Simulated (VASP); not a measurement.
Si16C (a cell with a defect): single point with PBE

System: Si16C (a cell with a defect).

```
Si C
1.0
     0.00000    5.43000    5.43000
     5.43000    0.00000    5.43000
     5.43000    5.43000    0.00000
Si C
16 1
Direct
  0.99367 0.01427 0.97767
  0.12669 0.14796 0.07886
  0.97233 0.02734 0.47291
  0.10362 0.13891 0.60424
  0.99577 0.51583 0.97806
  0.10781 0.64093 0.11439
  0.98714 0.51279 0.48787
  0.10389 0.65327 0.60456
  0.56766 0.92926 0.06801
  0.62976 0.15060 0.13035
  0.47706 0.01416 0.49423
  0.57831 0.14796 0.62711
  0.48090 0.51893 0.98170
  0.63323 0.58136 0.13391
  0.47740 0.51584 0.49643
  0.61368 0.64082 0.60864
  0.40539 0.08754 0.90584
```

```
Program                : VASP 6.6.1
Task                   : single point
Functional             : PBE
Potentials or basis    : VASP PAW PBE potentials, release 64 (Si, C)
Cutoff                 : 520 eV
k mesh                 : 2 × 2 × 2
Occupations            : fermi-dirac, width 0.05 eV
Spin                   : collinear spin
Starting moments       : [0.0, 0.0, 0.0, 0.0, 0.0, 0.0, 0.0, 0.0, 0.0, 0.0, 0.0, 0.0, 0.0, 0.0, 0.0, 0.0, 1.0] μB
Dipole correction      : no
Further INCAR settings : LREAL = Auto; ALGO = Normal; EDIFF = 1e-06; NBANDS = 52
```

```yaml
Pressure: 4.6 GPa
Largest_force: 0.021 eV/Å
Band_gap_on_the_k_mesh: zero (filled and empty bands overlap)
Net_moment: 0.00 μB per cell
Valence_electrons_inside_the_program's_atomic_spheres: Si 1.71, 1.68, 1.65, 1.70, 1.72, 1.73 (each value once); C 2.50
```

Forces on the atoms (eV/Å):
```
Si   0.005  0.001 -0.008
Si  -0.005 -0.002 -0.008
Si   0.006 -0.008  0.006
Si   0.012  0.011  0.012
Si  -0.002 -0.002 -0.007
Si  -0.013 -0.001  0.006
Si   0.004 -0.006  0.004
Si  -0.001  0.004 -0.001
Si  -0.003  0.005 -0.003
Si  -0.004 -0.002 -0.003
Si  -0.005  0.002  0.007
Si  -0.006 -0.002 -0.005
Si   0.002  0.005  0.001
Si   0.009 -0.001  0.011
Si  -0.007 -0.001 -0.003
Si   0.005 -0.003 -0.012
C    0.003 -0.002  0.004
```

Stress tensor (GPa, compression positive):
```
 3.35 -0.03  1.32
-0.03  6.98 -0.03
 1.32 -0.03  3.34
```

Levels at points of the mesh, in eV from the Fermi level:
Spin up:
```
           k point  band 30  band 31  band 32  band 33  band 34  band 35  band 36  band 37  band 38  band 39
(0.00, 0.00, 0.00)    -1.50    -1.27    -0.88    -0.59    -0.58    -0.35    -0.24     0.23     0.36     0.59
(0.50, 0.00, 0.00)    -1.68    -1.49    -1.31    -1.10    -0.04     0.46     0.63     0.95     1.09     1.13
(0.00, 0.50, 0.00)    -1.82    -1.37    -1.34    -1.14    -0.06     0.43     0.66     0.88     1.03     1.09
(0.00, 0.00, 0.50)    -1.68    -1.49    -1.31    -1.11    -0.04     0.46     0.64     0.95     1.09     1.13
(0.50, 0.50, 0.50)    -1.82    -1.36    -1.32    -1.17    -0.08     0.44     0.67     0.88     1.02     1.12
(0.50, 0.50, 0.00)    -1.96    -1.95    -1.80    -1.13    -0.85     0.79     1.14     1.30     1.80     1.99
(0.00, 0.50, 0.50)    -1.96    -1.95    -1.80    -1.13    -0.85     0.79     1.14     1.30     1.80     1.99
(0.50, 0.00, 0.50)    -1.94    -1.92    -1.84    -1.19     0.26     0.45     1.06     1.38     1.62     1.65
```
Spin down:
```tsv
k point	band 32	band 33	band 34	band 35	band 36	band 37
(0.00, 0.00, 0.00)	-0.88	-0.59	-0.58	-0.35	-0.24	0.23
(0.50, 0.00, 0.00)	-1.31	-1.10	-0.04	0.46	0.63	0.95
(0.00, 0.50, 0.00)	-1.34	-1.14	-0.06	0.43	0.66	0.88
(0.00, 0.00, 0.50)	-1.31	-1.11	-0.04	0.46	0.64	0.95
(0.50, 0.50, 0.50)	-1.32	-1.17	-0.08	0.44	0.67	0.88
(0.50, 0.50, 0.00)	-1.80	-1.13	-0.85	0.79	1.14	1.30
(0.00, 0.50, 0.50)	-1.80	-1.13	-0.85	0.79	1.14	1.30
(0.50, 0.00, 0.50)	-1.84	-1.19	0.26	0.45	1.06	1.38
```

Wall time 11 min on 1 thread of Intel(R) Xeon(R) Platinum 8375C CPU @ 2.90GHz (Ice Lake), on a shared host, peak memory 0.71 GiB.

Caveat: the k points lie up to 0.50 Å⁻¹ apart, too coarse for converged energies and pressures of a metal.
